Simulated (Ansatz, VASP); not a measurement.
**One calculation of TaF3, two programs**

```xyz
4
Lattice="4.2708 0.0000 0.0000 0.0000 4.2708 0.0000 0.0000 0.0000 3.9659" Properties=species:S:1:pos:R:3 pbc="T T T"
Ta    0.0000    0.0000    0.0000
F     0.0000    2.1354    0.0000
F     2.1354    0.0000    0.0000
F     0.0000    0.0000    1.9829
```

Alike in both runs: task single point; functional PBE; k mesh 8 × 8 × 8; occupations fermi-dirac, width 0.05 eV; no spin polarisation.

|  | VASP | Ansatz |
| --- | --- | --- |
| version | VASP 6.6.1 | Ansatz 0.2.0 |
| potentials or method | VASP PAW PBE potentials, release 64 (Ta_pv, F), cutoff 600 eV | plane waves, PAW |
| valence electrons in the cell | 32 | 34 |

|  | VASP | Ansatz | Ansatz less VASP |
| --- | --- | --- | --- |
| pressure (GPa) | -1.8 | -1.7 | +0.08 |
| traceless stress, the component that is largest in VASP (GPa) | 12.08 | 11.91 | -0.166 |

The functional is the same, so the differences come from potentials, cutoffs and numerics. VASP's potentials hold 32 valence electrons a cell and Ansatz's 34, so a difference there can come from the potentials and not from the codes.

Spin-orbit coupling is off throughout.
